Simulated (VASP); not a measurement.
Input of a VASP 6.6.1 run:

Contents of INCAR:

```
ALGO = Normal
EDIFF = 1E-6
ENCUT = 520
GGA = PE
ISIF = 2
ISMEAR = 0
LASPH = True
LCHARG = False
LREAL = False
LWAVE = False
NBANDS = 16
NELM = 100
PREC = Accurate
SIGMA = 0.1
```

Contents of KPOINTS:

```
k-points
0
Gamma
  18 18 12
```

The input POSCAR:

```
ZrB2
1.0
    3.2654036702      0.0000000000      0.0000000000
   -1.6327018351      2.8279225320      0.0000000000
    0.0000000000      0.0000000000      3.6749252911
Zr B
1 2
Direct
    0.0000000000      0.0000000000      0.0000000000
    0.3333333333      0.6666666667      0.5000000000
    0.6666666667      0.3333333333      0.5000000000
```

Potentials or basis: VASP PAW PBE potentials, release 64 (Zr_sv, B).

Run with:

```sh
$ cat potpaw_PBE.64/Zr_sv/POTCAR potpaw_PBE.64/B/POTCAR > POTCAR
$ mpirun -np 1 vasp_std > vasp.out
```

(1) Predict the band gap on the k mesh.

(2) What does it give for the pressure?

## Answers

(1) zero (band 9 reaches 10.15 eV, above the bottom of band 10 at 8.97 eV).

(2) -18.7 GPa.
